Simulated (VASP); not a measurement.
Runs of VASP 6.6.1 on TiSi2. The structure is that of space group Immm (No. 71), or close to it. The cells are those of the table. 

```csv
task,level,U,cell,cutoff (eV),gap on the mesh (eV),pressure (GPa),relaxed volume (Å³/atom),largest force (eV/Å)
single point,r2SCAN,-,"a = 4.811 Å, angles 144.1, 138.0, 56.4°, 3 atoms",520,none,-4.7,-,0.04
relaxation of cell and atoms,PBE,-,"relaxed from a = 4.779 Å, angles 144.1, 138.0, 56.4°, 3 atoms",600,none,0.0,14.19,0.01
single point,r2SCAN,-,"a = 4.873 Å, angles 144.1, 138.0, 56.4°, 3 atoms",520,none,-9.1,-,-
relaxation of cell and atoms,PBEsol,-,"relaxed from a = 4.779 Å, angles 144.1, 138.0, 56.4°, 3 atoms",600,none,0.0,(b),-
relaxation of cell and atoms,PBEsol+U,Ti d U = 4.0 eV,"relaxed from a = 4.779 Å, angles 144.1, 138.0, 56.4°, 3 atoms",600,none,0.0,14.28,-
single point,r2SCAN,-,"a = 4.779 Å, angles 144.1, 138.0, 56.4°, 3 atoms",520,none,(a),-,0.06
```

Alike in all rows: potentials or basis VASP PAW PBE potentials, release 64 (Ti_sv, Si); no spin polarisation; smearing fermi-dirac 0.05 eV.

Task: Fill in the values left out.

Result: (a) -2.1; (b) 13.82.

Caveats: the PAW data sets were made with another functional, which shifts forces and pressure a little (at least some runs); the cell stands under tension (at least some runs); U without spin polarisation on a metal has little footing (at least some runs); the U is typed as a test and isn't derived for this compound (at least some runs).

A gap of «none» marks levels without a gap at the run's occupations.
